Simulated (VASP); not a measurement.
# Ag (Fm-3m) in VASP: a series of runs

Runs on Ag. Level: LDA. Tasks: single point, relaxation of cell and atoms.

All numbers are computed with VASP 6.6.1; they aren't measurements. Logs are shortened: lines on timing, memory, paths and dates and some standing lists are left out, and cuts for length are marked.

## 1. The cell of the first run

The structure is cubic, space group Fm-3m (No. 225). Conventional cell: a = 4.002 Å, b = 4.002 Å, c = 4.002 Å, α = 90.00°, β = 90.00°, γ = 90.00°. Within 3.7 Å of Ag (site symmetry m-3m) lie 12 Ag at 2.83 Å.

## 2. Single point, LDA

INCAR

```
PREC     = Accurate       # precision mode
ENCUT    = 520            # plane-wave cutoff, eV
EDIFF    = 1E-7           # SCF threshold, eV
ISMEAR   = 0              # smearing method
SIGMA    = 0.1            # smearing width, eV
LREAL    = False          # projectors in reciprocal space
LASPH    = True           # aspherical terms in the spheres
NELM     = 80             # most SCF steps
ALGO     = Normal         # electronic algorithm
ISIF     = 2              # what is computed and relaxed
LWAVE    = False          # write WAVECAR
LCHARG   = False          # write CHGCAR
NBANDS   = 12             # bands
ISYM     = 0
```

KPOINTS

```
regular mesh
0
Gamma
  12 12 15
```

POSCAR

```
Ag
1.0
    2.8297151295      0.0000000000      0.0000000000
   -1.4148575648      2.4506051876      0.0000000000
    1.4148575648      0.8168683959      2.3104527282
Ag
1
Direct
    0.0000000000      0.0000000000      0.0000000000
```

Potentials or basis: VASP PAW LDA potentials, release 64 (Ag).

The run is started by

```console
cat potpaw_LDA.64/Ag/POTCAR > POTCAR
mpirun -np 1 vasp_std > vasp.out
```

OUTCAR:

```text
PREC = Accurate
   ENCUT = 520
   EDIFF = 1E-7
   ISMEAR = 0
   LREAL = False
   LASPH = True
   NELM = 80
   ISIF = 2
   ISYM = 0

 ion  position               nearest neighbor table
   1  0.000  0.000  0.000-

IMPORTANT INFORMATION: All symmetrisations will be switched off!
NOSYMM: (Re-)initialisation of all symmetry stuff for point group C_1.

----------------------------------------------------------------------------------------

                                     Primitive cell

  volume of cell :      16.0219

  direct lattice vectors                    reciprocal lattice vectors
     2.829715129  0.000000000  0.000000000     0.353392463  0.204031234 -0.288543738
    -1.414857565  2.450605188  0.000000000     0.000000000  0.408062468 -0.144271869
     1.414857565  0.816868396  2.310452728     0.000000000  0.000000000  0.432815607

  length of vectors
     2.829715129  2.829715130  2.829715130     0.499772414  0.432815607  0.432815607

  position of ions in fractional coordinates (direct lattice)
     0.000000000  0.000000000  0.000000000

  ion indices of the primitive-cell ions
   primitive index   ion index
                 1           1

----------------------------------------------------------------------------------------

 KPOINTS: regular mesh

Automatic generation of k-mesh.
 Grid dimensions read from file:
 generate k-points for:   12   12   15

 Generating k-lattice:

  Cartesian coordinates                     Fractional coordinates (reciprocal lattice)
     0.029449372  0.017002603 -0.024045312     0.083333333 -0.000000000  0.000000000
     0.000000000  0.034005206 -0.012022656     0.000000000  0.083333333  0.000000000
     0.000000000  0.000000000  0.028854374     0.000000000  0.000000000  0.066666667

  Length of vectors
     0.041647701  0.036067967  0.028854374

  Shift w.r.t. Gamma in fractional coordinates (k-lattice)
     0.000000000  0.000000000  0.000000000

 -----------------------------------------------------------------------------
|                                                                             |
|           W    W    AA    RRRRR   N    N  II  N    N   GGGG   !!!           |
|           W    W   A  A   R    R  NN   N  II  NN   N  G    G  !!!           |
|           W    W  A    A  R    R  N N  N  II  N N  N  G       !!!           |
|           W WW W  AAAAAA  RRRRR   N  N N  II  N  N N  G  GGG   !            |
|           WW  WW  A    A  R   R   N   NN  II  N   NN  G    G                |
|           W    W  A    A  R    R  N    N  II  N    N   GGGG   !!!           |
|                                                                             |
|     Your reciprocal lattice and k-lattice belong to different lattice       |
|     classes:                                                                |
|                                                                             |
|        The reciprocal lattice is body-centered cubic,                       |
|        whereas your k-lattice is base-centered monoclinic.                  |
|                                                                             |
|     Results are often still useful ...                                      |
|                                                                             |
 -----------------------------------------------------------------------------

 WARNING: IBZKPT: internal override: KBLOWUP is changed to .FALSE.
      ... skipping the blow-up phase ...

 Subroutine IBZKPT returns following result:
 ===========================================

 Found   1082 irreducible k-points:

 Following reciprocal coordinates:
            Coordinates               Weight
  0.000000  0.000000  0.000000      1.000000
  0.083333  0.000000 -0.000000      2.000000
  0.166667 -0.000000 -0.000000      2.000000
  0.250000  0.000000 -0.000000      2.000000
  0.333333  0.000000 -0.000000      2.000000
  0.416667 -0.000000 -0.000000      2.000000
[... 16 lines left out ...]
  0.250000  0.166667 -0.000000      2.000000
  0.333333  0.166667 -0.000000      2.000000
 [... further k-points ...]
   k-points           NKPTS =   1082   k-points in BZ     NKDIM =   1082   number of bands    NBANDS=     12
   number of dos      NEDOS =    301   number of ions     NIONS =      1
   total plane-waves  NPLWV =  13824
   dimension x,y,z NGX =    24 NGY =   24 NGZ =   24
   dimension x,y,z NGXF=    48 NGYF=   48 NGZF=   48
   ions per type =               1
   NGX,Y,Z   is equivalent  to a cutoff of  14.10, 14.10, 14.10 a.u.
   NGXF,Y,Z  is equivalent  to a cutoff of  28.20, 28.20, 28.20 a.u.
 SYSTEM =  unknown system
   PREC   = accura    normal or accurate (medium, high low for compatibility)
   ISTART =      0    job   : 0-new  1-cont  2-samecut
   ICHARG =      2    charge: 1-file 2-atom 10-const
   ISPIN  =      1    spin polarized calculation?
   LNONCOLLINEAR =      F non collinear calculations
   LSORBIT =      F    spin-orbit coupling
   LASPH  =      T    aspherical Exc in radial PAW
   ENCUT  =  520.0 eV  38.22 Ry    6.18 a.u.   5.26  5.26  5.26*2*pi/ulx,y,z
   NELM   =     80;   NELMIN=  2; NELMDL= -5     # of ELM steps
   EDIFF  = 0.1E-06   stopping-criterion for ELM
   LREAL  =      F    real-space projection
   EDIFFG = 0.1E-05   stopping-criterion for IOM
   NSW    =      0    number of steps for IOM
   IBRION =     -1    ionic relax: 0-MD 1-quasi-New 2-CG
   NFREE  =      0    steps in history (QN), initial steepest desc. (CG)
   ISIF   =      2    stress and relaxation
   ISYM   =      0    0-nonsym 1-usesym 2-fastsym
   POTIM  = 0.5000    time-step for ionic-motion
   TEBEG  =    0.0;   TEEND  =   0.0 temperature during run
   PSTRESS=    0.0 pullay stress
   NELECT =      11.0000    total number of electrons
   NUPDOWN=      -1.0000    fix difference up-down
   EMIN   =  10.00;   EMAX   =-10.00  energy-range for DOS
   EFERMI =   0.00;   METHOD = LEGACY
   ISMEAR =     0;   SIGMA  =   0.10  broadening in eV -4-tet -1-fermi 0-gaus
   EFERMI_NEDOS =   21; number of points for ismear=-14 and -15
   IALGO  =     38    algorithm
   IMIX   =      4    mixing-type and parameters
     AMIX     =   0.40;   BMIX     =  1.00
     AMIX_MAG =   1.60;   BMIX_MAG =  1.00
  volume/ion in A,a.u.               =      16.02       108.12
  Fermi-wavevector in a.u.,A,eV,Ry     =   1.444224  2.729188 28.378815  2.085784
  Thomas-Fermi vector in A             =   2.562543
   LORBIT       =      0    0 simple, 1 ext, 2 COOP (PROOUT), +10 PAW based schemes
   GGA     = CA    functional components
   LHFCALC =     F    Hartree Fock is set to
   AEXX    =    0.0000 exact exchange contribution
   IVDW    =     0    specifies the selected vdW correction
   LEPSILON=     F    determine dielectric tensor
   LRPA    =     F    only Hartree local field effects (RPA)
 non-spin polarized calculation
 Gauss-broadening in eV      SIGMA  =   0.10
  energy-cutoff  :      520.00
  volume of cell :       16.02
 maximum number of plane-waves:       448
 NGX is ok and might be reduce to    24
   NGX = 11   NGY = 11   NGZ = 11

 number of electron      11.0000002 magnetization

 Free energy of the ion-electron system (eV)
  ---------------------------------------------------
  ext. energy  EPLUGINS =         0.00000000
  ---------------------------------------------------
  free energy    TOTEN  =        -3.78067799 eV

  energy without entropy =       -3.77941352  energy(sigma->0) =       -3.78004576

 E-fermi :   9.0386     XC(G=0): -12.9531

 val. band max:        9.0267610125   @ k =   0.4167  -0.0000  -0.0000
 cond. band min:       9.0430830396   @ k =   0.5000  -0.0833   0.2667
 fundamental gap:      0.0163220271
 Fermi energy:         9.0385734130

 k-point     1 :       0.0000    0.0000    0.0000
  band No.  band energies     occupation
      1       0.7556      2.00000
      2       4.0414      2.00000
      3       4.0427      2.00000
      4       4.0458      2.00000
      5       5.2196      2.00000
      6       5.2204      2.00000
      7      25.1892      0.00000
      8      29.0652      0.00000
      9      29.0675      0.00000
     10      29.0688      0.00000
     11      34.2455      0.00000
     12      35.6677      0.00000

 k-point     2 :       0.0833    0.0000   -0.0000
  band No.  band energies     occupation
      1       1.0583      2.00000
      2       3.9139      2.00000
      3       4.1592      2.00000
      4       4.1632      2.00000
      5       5.0934      2.00000
      6       5.2742      2.00000
      7      25.3579      0.00000
      8      28.0788      0.00000
      9      28.4540      0.00000
     10      28.4564      0.00000
     11      35.0186      0.00000
     12      35.0188      0.00000

 k-point     3 :       0.1667   -0.0000   -0.0000
  band No.  band energies     occupation
      1       1.8780      2.00000
      2       3.5772      2.00000
      3       4.4994      2.00000
      4       4.5034      2.00000
      5       4.8340      2.00000
      6       5.4257      2.00000
      7      25.7801      0.00000
      8      26.5934      0.00000
      9      26.5945      0.00000
     10      26.6667      0.00000
     11      32.2230      0.00000
     12      35.2239      0.00000

 k-point     4 :       0.2500    0.0000   -0.0000
  band No.  band energies     occupation
      1       2.6671      2.00000
      2       3.1454      2.00000
      3       5.0190      2.00000
      4       5.0231      2.00000
      5       5.0742      2.00000
      6       5.6383      2.00000
      7      24.1965      0.00000
      8      24.1971      0.00000
      9      25.0990      0.00000
     10      26.2774      0.00000
     11      28.4196      0.00000
     12      36.8272      0.00000

 k-point     5 :       0.3333    0.0000   -0.0000
  band No.  band energies     occupation
      1       2.6224      2.00000
      2       2.7418      2.00000
      3       5.6223      2.00000
      4       5.6266      2.00000
      5       5.8577      2.00000
      6       6.6968      2.00000
      7      21.8393      0.00000
      8      22.0132      0.00000
      9      22.0137      0.00000
     10      26.7005      0.00000
     11      27.1403      0.00000
     12      39.4217      0.00000
[... 228 lines left out ...]
      1       2.2298      2.00000
      2       3.8028      2.00000
      3       4.3260      2.00000
      4       4.3897      2.00000
      5       5.2112      2.00000
      6       5.4815      2.00000
      7      21.8853      0.00000
      8      25.9384      0.00000
      9      27.3564      0.00000
     10      29.9997      0.00000
     11      31.6323      0.00000
     12      34.2232      0.00000

 k-point    22 :       0.1667    0.1667   -0.0000
  band No.  band energies     occupation
      1       2.7808      2.00000
      2       3.5760      2.00000
      3       4.2412      2.00000
      4       4.6875      2.00000
      5       5.8299      2.00000
      6       6.1646      2.00000
      7      20.0494      0.00000
      8      24.9044      0.00000
      9      25.1986      0.00000
     10      27.2009      0.00000
     11      31.9584      0.00000
     12      35.2851      0.00000

 k-point    23 :       0.2500    0.1667   -0.0000
  band No.  band energies     occupation
      1       2.7547      2.00000
      2       3.1777      2.00000
      3       4.6870      2.00000
      4       5.1036      2.00000
      5       6.1084      2.00000
      6       7.9940      2.00000
      7      18.3967      0.00000
      8      22.1336      0.00000
      9      22.8368      0.00000
     10      26.5496      0.00000
     11      31.2840      0.00000
     12      36.8560      0.00000

 k-point    24 :       0.3333    0.1667   -0.0000
  band No.  band energies     occupation
      1       2.5520      2.00000
      2       2.8403      2.00000
      3       5.2339      2.00000
      4       5.5360      2.00000
      5       6.2215      2.00000
      6      10.3754      0.00000
      7      17.1285      0.00000
      8      18.6286      0.00000
      9      21.4652      0.00000
     10      26.7059      0.00000
     11      30.9723      0.00000
     12      37.6892      0.00000

 [... further k-points ...]
[... 5 lines left out ...]
  --------------------------------------------------------------------------------------
  -------------------------------------------------------------------------------------
  Total        0.0412209      0.0655269     -0.0755028     -0.0210519     -0.0221907     -0.0384357
  in kB        4.1220628      6.5526517     -7.5502385     -2.1051747     -2.2190547     -3.8435485
  external PRESSURE =       1.0414920 kB  Pullay stress =       0.0000000 kB

 VOLUME and BASIS-vectors are now :
 -----------------------------------------------------------------------------
  energy-cutoff  :      520.00
  volume of cell :       16.02
      direct lattice vectors                 reciprocal lattice vectors
     2.829715129  0.000000000  0.000000000     0.353392463  0.204031234 -0.288543738
    -1.414857565  2.450605188  0.000000000     0.000000000  0.408062468 -0.144271869
     1.414857565  0.816868396  2.310452728     0.000000000  0.000000000  0.432815607

 POSITION                                       TOTAL-FORCE (eV/Angst)
 -----------------------------------------------------------------------------------
      0.00000      0.00000      0.00000        -0.000000     -0.000000     -0.000000
 -----------------------------------------------------------------------------------
    total drift:                               -0.000000     -0.000000     -0.000000

  FREE ENERGIE OF THE ION-ELECTRON SYSTEM (eV)
  ---------------------------------------------------
  free  energy   TOTEN  =        -3.7806779941 eV

  energy  without entropy=       -3.7794135209  energy(sigma->0) =       -3.78004576
```

It took 2.6 min on 1 thread of AMD EPYC 7R13 (Zen 3), shared host; peak memory 0.27 GiB.

The run converged, but its numbers aren't listed here, since they failed a check.

(Continued in part 2 of 2.)
